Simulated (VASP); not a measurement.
# Au (Fm-3m) in VASP: a series of runs

Au is run at these levels: PBE; tasks: single point, relaxation of cell and atoms.

Everything below comes from runs of VASP 6.6.1. Logs are shortened: lines on timing, memory, paths and dates and some standing lists are left out, and cuts for length are marked.

## 1. The cell of the first run

Symmetry: Fm-3m, No. 225, cubic system. Conventional cell: a = 4.239 Å, b = 4.239 Å, c = 4.239 Å, α = 90.00°, β = 90.00°, γ = 90.00°. Within 3.9 Å of Au (site symmetry m-3m) lie 12 Au at 3.00 Å.

## 2. Single point, PBE (volume scaled by 1.06)

File INCAR:

```
SYSTEM = Au
PREC = Accurate ; ENCUT = 520
EDIFF = 1E-6 ; ISMEAR = 0
SIGMA = 0.1 ; LREAL = .FALSE.
LASPH = .TRUE. ; NELM = 100
ALGO = Fast ; ISIF = 2
LWAVE = .FALSE. ; LCHARG = .FALSE.
GGA = PE ; NBANDS = 12
```

File KPOINTS:

```
regular mesh
0
G
  18 18 18
  0 0 0
```

File POSCAR:

```
Au
1.0
    0.0000000000      2.1197304926      2.1197304926
    2.1197304926      0.0000000000      2.1197304926
    2.1197304926      2.1197304926      0.0000000000
Au
1
Direct
    0.0000000000      0.0000000000      0.0000000000
```

Potentials or basis: VASP PAW PBE potentials, release 64 (Au).

The run is started by

```bash
$ cat potpaw_PBE.64/Au/POTCAR > POTCAR
$ mpirun -np 1 vasp_std > vasp.out
```

OUTCAR:

```text
SYSTEM = Au
   PREC = Accurate
   ENCUT = 520
   EDIFF = 1E-6
   ISMEAR = 0
   LREAL = .FALSE.
   LASPH = .TRUE.
   NELM = 100
   ISIF = 2
   GGA = PE

 ion  position               nearest neighbor table
   1  0.000  0.000  0.000-

  LATTYP: Found a face centered cubic cell.
 ALAT       =     4.2394609852

  Lattice vectors:

 A1 = (   0.0000000000,   2.1197304926,   2.1197304926)
 A2 = (   2.1197304926,   0.0000000000,   2.1197304926)
 A3 = (   2.1197304926,   2.1197304926,   0.0000000000)

Analysis of symmetry for initial positions (statically):
=====================================================================
 Subroutine PRICEL returns:
 Original cell was already a primitive cell.

 Routine SETGRP: Setting up the symmetry group for a
 face centered cubic supercell.

 Subroutine GETGRP returns: Found 48 space group operations
 (whereof 48 operations were pure point group operations)
 out of a pool of 48 trial point group operations.

The static configuration has the point symmetry O_h .

Analysis of symmetry for dynamics (positions and initial velocities):
=====================================================================
 Subroutine PRICEL returns:
 Original cell was already a primitive cell.

 Routine SETGRP: Setting up the symmetry group for a
 face centered cubic supercell.

 Subroutine GETGRP returns: Found 48 space group operations
 (whereof 48 operations were pure point group operations)
 out of a pool of 48 trial point group operations.

The dynamic configuration has the point symmetry O_h .

 Subroutine INISYM returns: Found 48 space group operations
 (whereof 48 operations are pure point group operations),
 and found     1 'primitive' translations

----------------------------------------------------------------------------------------

                                     Primitive cell

  volume of cell :      19.0490

  direct lattice vectors                    reciprocal lattice vectors
     0.000000000  2.119730493  2.119730493    -0.235879043  0.235879043  0.235879043
     2.119730493  0.000000000  2.119730493     0.235879043 -0.235879043  0.235879043
     2.119730493  2.119730493  0.000000000     0.235879043  0.235879043 -0.235879043

  length of vectors
     2.997751611  2.997751611  2.997751611     0.408554487  0.408554487  0.408554487

  position of ions in fractional coordinates (direct lattice)
     0.000000000  0.000000000  0.000000000

[... 75 lines left out ...]
   EDIFF  = 0.1E-05   stopping-criterion for ELM
   LREAL  =      F    real-space projection
   EDIFFG = 0.1E-04   stopping-criterion for IOM
   NSW    =      0    number of steps for IOM
   IBRION =     -1    ionic relax: 0-MD 1-quasi-New 2-CG
   NFREE  =      0    steps in history (QN), initial steepest desc. (CG)
   ISIF   =      2    stress and relaxation
   ISYM   =      2    0-nonsym 1-usesym 2-fastsym
   POTIM  = 0.5000    time-step for ionic-motion
   TEBEG  =    0.0;   TEEND  =   0.0 temperature during run
   PSTRESS=    0.0 pullay stress
   NELECT =      11.0000    total number of electrons
   NUPDOWN=      -1.0000    fix difference up-down
   EMIN   =  10.00;   EMAX   =-10.00  energy-range for DOS
   EFERMI =   0.00;   METHOD = LEGACY
   ISMEAR =     0;   SIGMA  =   0.10  broadening in eV -4-tet -1-fermi 0-gaus
   EFERMI_NEDOS =   21; number of points for ismear=-14 and -15
   IALGO  =     68    algorithm
   IMIX   =      4    mixing-type and parameters
     AMIX     =   0.40;   BMIX     =  1.00
     AMIX_MAG =   1.60;   BMIX_MAG =  1.00
  volume/ion in A,a.u.               =      19.05       128.55
  Fermi-wavevector in a.u.,A,eV,Ry     =   1.363270  2.576206 25.286482  1.858504
  Thomas-Fermi vector in A             =   2.489687
   LORBIT       =      0    0 simple, 1 ext, 2 COOP (PROOUT), +10 PAW based schemes
   GGA     = PE    functional components
   LHFCALC =     F    Hartree Fock is set to
   AEXX    =    0.0000 exact exchange contribution
   IVDW    =     0    specifies the selected vdW correction
   LEPSILON=     F    determine dielectric tensor
   LRPA    =     F    only Hartree local field effects (RPA)
 non-spin polarized calculation
 RMM-DIIS sequential band-by-band and
 Gauss-broadening in eV      SIGMA  =   0.10
  energy-cutoff  :      520.00
  volume of cell :       19.05
 maximum number of plane-waves:       532
   NGX = 11   NGY = 11   NGZ = 11

 number of electron      10.9999999 magnetization

 Free energy of the ion-electron system (eV)
  ---------------------------------------------------
  ext. energy  EPLUGINS =         0.00000000
  ---------------------------------------------------
  free energy    TOTEN  =        -3.19678990 eV

  energy without entropy =       -3.19544851  energy(sigma->0) =       -3.19611920

 E-fermi :   7.6595     XC(G=0): -12.0587

 val. band max:        7.6234398185   @ k =   0.5000   0.2778   0.1111
 cond. band min:       7.7098518558   @ k =   0.5000   0.1667   0.0556
 fundamental gap:      0.0864120373
 Fermi energy:         7.6594782476

 k-point     1 :       0.0000    0.0000    0.0000
  band No.  band energies     occupation
      1      -1.0093      2.00000
      2       3.5869      2.00000
      3       3.5869      2.00000
      4       3.5869      2.00000
      5       4.8288      2.00000
      6       4.8288      2.00000
      7      22.3415      0.00000
      8      25.6979      0.00000
      9      25.6979      0.00000
     10      25.6979      0.00000
     11      30.2690      0.00000
     12      33.8059      0.00000
[... 331 lines left out ...]
 k-point    24 :      -0.2222    0.0556    0.0000
  band No.  band energies     occupation
      1       0.6328      2.00000
      2       3.3939      2.00000
      3       3.8474      2.00000
      4       3.8743      2.00000
      5       4.7639      2.00000
      6       5.1582      2.00000
      7      18.5731      0.00000
      8      23.0540      0.00000
      9      25.1923      0.00000
     10      27.7637      0.00000
     11      27.7884      0.00000
     12      29.5172      0.00000

 [... further k-points ...]
[... 5 lines left out ...]
  --------------------------------------------------------------------------------------
  -------------------------------------------------------------------------------------
  Total       -0.8332018     -0.8332018     -0.8332018     -0.0000000      0.0000000      0.0000000
  in kB      -70.0791551    -70.0791551    -70.0791551     -0.0000000      0.0000000      0.0000000
  external PRESSURE =     -70.0791551 kB  Pullay stress =       0.0000000 kB

 VOLUME and BASIS-vectors are now :
 -----------------------------------------------------------------------------
  energy-cutoff  :      520.00
  volume of cell :       19.05
      direct lattice vectors                 reciprocal lattice vectors
     0.000000000  2.119730493  2.119730493    -0.235879043  0.235879043  0.235879043
     2.119730493  0.000000000  2.119730493     0.235879043 -0.235879043  0.235879043
     2.119730493  2.119730493  0.000000000     0.235879043  0.235879043 -0.235879043

 POSITION                                       TOTAL-FORCE (eV/Angst)
 -----------------------------------------------------------------------------------
      0.00000      0.00000      0.00000        -0.000000     -0.000000      0.000000
 -----------------------------------------------------------------------------------
    total drift:                               -0.000000      0.000000     -0.000000

  FREE ENERGIE OF THE ION-ELECTRON SYSTEM (eV)
  ---------------------------------------------------
  free  energy   TOTEN  =        -3.1967899012 eV

  energy  without entropy=       -3.1954485065  energy(sigma->0) =       -3.19611920
```

stdout:

```text
POSCAR found type information on POSCAR Au
 POSCAR found :  1 types and       1 ions
 scaLAPACK will be used
 LDA part: xc-table for (Slater+PW92), standard interpolation
 POSCAR, INCAR and KPOINTS ok, starting setup
 FFT: planning ... GRIDC
 FFT: planning ... GRID_SOFT
 FFT: planning ... GRID
 WAVECAR not read
 entering main loop
```

Wall time 53 s (1 thread of Intel Xeon 8259CL, shared host); peak memory 0.17 GiB.

Results:

- Free energy: -3.1968 eV
- Pressure: -7.0 GPa

Caveat: spin-orbit coupling is left out, which moves the levels of the heavy elements.

## 3. Single point, PBE (volume scaled by 1.09)

File INCAR:

```
PREC     = Accurate       # precision mode
ENCUT    = 520            # plane-wave cutoff, eV
EDIFF    = 1E-7           # SCF threshold, eV
ISMEAR   = 0              # smearing method
SIGMA    = 0.1            # smearing width, eV
LREAL    = False          # projectors in reciprocal space
LASPH    = True           # aspherical terms in the spheres
NELM     = 100            # most SCF steps
ALGO     = Fast           # electronic algorithm
ISIF     = 2              # what is computed and relaxed
LWAVE    = False          # write WAVECAR
LCHARG   = False          # write CHGCAR
GGA      = PE             # functional
NBANDS   = 12             # bands
```

File KPOINTS:

```
regular mesh
0
Gamma
  18 18 18
```

File POSCAR:

```
Au
1.0
    0.0000000000      2.1395422062      2.1395422062
    2.1395422062      0.0000000000      2.1395422062
    2.1395422062      2.1395422062      0.0000000000
Au
1
Direct
    0.0000000000      0.0000000000      0.0000000000
```

Potentials or basis: VASP PAW PBE potentials, release 64 (Au).

The run is started by

```bash
$ cat potpaw_PBE.64/Au/POTCAR > POTCAR
$ mpirun -np 1 vasp_std > vasp.out
```

OUTCAR:

```text
PREC = Accurate
   ENCUT = 520
   EDIFF = 1E-7
   ISMEAR = 0
   LREAL = False
   LASPH = True
   NELM = 100
   ISIF = 2
   GGA = PE

 ion  position               nearest neighbor table
   1  0.000  0.000  0.000-

  LATTYP: Found a face centered cubic cell.
 ALAT       =     4.2790844124

  Lattice vectors:

 A1 = (   0.0000000000,   2.1395422062,   2.1395422062)
 A2 = (   2.1395422062,   0.0000000000,   2.1395422062)
 A3 = (   2.1395422062,   2.1395422062,   0.0000000000)

Analysis of symmetry for initial positions (statically):
=====================================================================
 Subroutine PRICEL returns:
 Original cell was already a primitive cell.

 Routine SETGRP: Setting up the symmetry group for a
 face centered cubic supercell.

 Subroutine GETGRP returns: Found 48 space group operations
 (whereof 48 operations were pure point group operations)
 out of a pool of 48 trial point group operations.

The static configuration has the point symmetry O_h .

Analysis of symmetry for dynamics (positions and initial velocities):
=====================================================================
 Subroutine PRICEL returns:
 Original cell was already a primitive cell.

 Routine SETGRP: Setting up the symmetry group for a
 face centered cubic supercell.

 Subroutine GETGRP returns: Found 48 space group operations
 (whereof 48 operations were pure point group operations)
 out of a pool of 48 trial point group operations.

The dynamic configuration has the point symmetry O_h .

 Subroutine INISYM returns: Found 48 space group operations
 (whereof 48 operations are pure point group operations),
 and found     1 'primitive' translations

----------------------------------------------------------------------------------------

                                     Primitive cell

  volume of cell :      19.5881

  direct lattice vectors                    reciprocal lattice vectors
     0.000000000  2.139542206  2.139542206    -0.233694852  0.233694852  0.233694852
[... 108 lines left out ...]
   LORBIT       =      0    0 simple, 1 ext, 2 COOP (PROOUT), +10 PAW based schemes
   GGA     = PE    functional components
   LHFCALC =     F    Hartree Fock is set to
   AEXX    =    0.0000 exact exchange contribution
   IVDW    =     0    specifies the selected vdW correction
   LEPSILON=     F    determine dielectric tensor
   LRPA    =     F    only Hartree local field effects (RPA)
 non-spin polarized calculation
 RMM-DIIS sequential band-by-band and
 Gauss-broadening in eV      SIGMA  =   0.10
  energy-cutoff  :      520.00
  volume of cell :       19.59
 maximum number of plane-waves:       544
   NGX = 11   NGY = 11   NGZ = 11

 number of electron      11.0000001 magnetization

 Free energy of the ion-electron system (eV)
  ---------------------------------------------------
  ext. energy  EPLUGINS =         0.00000000
  ---------------------------------------------------
  free energy    TOTEN  =        -3.16909977 eV

  energy without entropy =       -3.16757666  energy(sigma->0) =       -3.16833822

 E-fermi :   7.2616     XC(G=0): -11.8962

 val. band max:        7.2425213565   @ k =   0.5000   0.0556   0.0000
 cond. band min:       7.3088107049   @ k =   0.5000   0.1667   0.0556
 fundamental gap:      0.0662893485
 Fermi energy:         7.2616052241

 k-point     1 :       0.0000    0.0000    0.0000
  band No.  band energies     occupation
      1      -1.1513      2.00000
      2       3.3091      2.00000
      3       3.3091      2.00000
      4       3.3091      2.00000
      5       4.4903      2.00000
      6       4.4903      2.00000
      7      21.9423      0.00000
      8      25.1363      0.00000
      9      25.1363      0.00000
     10      25.1363      0.00000
     11      29.6319      0.00000
     12      32.9337      0.00000
[... 331 lines left out ...]
 k-point    24 :      -0.2222    0.0556    0.0000
  band No.  band energies     occupation
      1       0.4544      2.00000
      2       3.1321      2.00000
      3       3.5595      2.00000
      4       3.5840      2.00000
      5       4.4313      2.00000
      6       4.8063      2.00000
      7      17.9855      0.00000
      8      22.5563      0.00000
      9      24.5363      0.00000
     10      27.0035      0.00000
     11      27.1942      0.00000
     12      28.8651      0.00000

 [... further k-points ...]
[... 5 lines left out ...]
  --------------------------------------------------------------------------------------
  -------------------------------------------------------------------------------------
  Total       -1.1571868     -1.1571868     -1.1571868     -0.0000000      0.0000000     -0.0000000
  in kB      -94.6501853    -94.6501853    -94.6501853     -0.0000000      0.0000000     -0.0000000
  external PRESSURE =     -94.6501853 kB  Pullay stress =       0.0000000 kB

 VOLUME and BASIS-vectors are now :
 -----------------------------------------------------------------------------
  energy-cutoff  :      520.00
  volume of cell :       19.59
      direct lattice vectors                 reciprocal lattice vectors
     0.000000000  2.139542206  2.139542206    -0.233694852  0.233694852  0.233694852
     2.139542206  0.000000000  2.139542206     0.233694852 -0.233694852  0.233694852
     2.139542206  2.139542206  0.000000000     0.233694852  0.233694852 -0.233694852

 POSITION                                       TOTAL-FORCE (eV/Angst)
 -----------------------------------------------------------------------------------
      0.00000      0.00000      0.00000         0.000000      0.000000      0.000000
 -----------------------------------------------------------------------------------
    total drift:                               -0.000000     -0.000000     -0.000000

  FREE ENERGIE OF THE ION-ELECTRON SYSTEM (eV)
  ---------------------------------------------------
  free  energy   TOTEN  =        -3.1690997749 eV

  energy  without entropy=       -3.1675766562  energy(sigma->0) =       -3.16833822
```

OSZICAR:

```text
N       E                     dE             d eps       ncg     rms          rms(c)
DAV:   1     0.486731513148E+02    0.48673E+02   -0.54960E+03  4888   0.800E+02
DAV:   2    -0.274349944819E+01   -0.51417E+02   -0.48363E+02  5432   0.180E+02
DAV:   3    -0.341645570527E+01   -0.67296E+00   -0.67201E+00  5660   0.202E+01
DAV:   4    -0.341883802374E+01   -0.23823E-02   -0.23822E-02  5588   0.139E+00
DAV:   5    -0.341885805655E+01   -0.20033E-04   -0.20033E-04  5772   0.124E-01    0.612E+00
RMM:   6    -0.318039637193E+01    0.23846E+00   -0.32553E-01  4706   0.467E+00    0.416E+00
RMM:   7    -0.317029904981E+01    0.10097E-01   -0.26327E-02  5036   0.152E+00    0.238E+00
RMM:   8    -0.316918548031E+01    0.11136E-02   -0.21943E-03  5150   0.376E-01    0.348E-01
RMM:   9    -0.316909283123E+01    0.92649E-04   -0.41658E-04  5363   0.170E-01    0.865E-02
RMM:  10    -0.316909921996E+01   -0.63887E-05   -0.49668E-05  5373   0.540E-02    0.376E-02
RMM:  11    -0.316909963868E+01   -0.41872E-06   -0.99450E-06  5363   0.215E-02    0.950E-03
RMM:  12    -0.316909984020E+01   -0.20152E-06   -0.94816E-07  5015   0.664E-03    0.107E-02
RMM:  13    -0.316909977486E+01    0.65341E-07   -0.34545E-07  4930   0.471E-03
   1 F= -.31690998E+01 E0= -.31683382E+01  d E =-.152312E-02
```

stdout:

```text
POSCAR found type information on POSCAR Au
 POSCAR found :  1 types and       1 ions
 scaLAPACK will be used
 LDA part: xc-table for (Slater+PW92), standard interpolation
 POSCAR, INCAR and KPOINTS ok, starting setup
 FFT: planning ... GRIDC
 FFT: planning ... GRID_SOFT
 FFT: planning ... GRID
 WAVECAR not read
 entering main loop
```

It took 60 s on 1 thread of Intel Xeon 8259CL, shared host; peak memory 0.17 GiB.

What came out:

| Item | Value |
| --- | --- |
| Free energy | -3.1691 eV |
| Pressure | -9.5 GPa |

Caveat: spin-orbit coupling is left out, which moves the levels of the heavy elements.

[end of part 1 of 2]
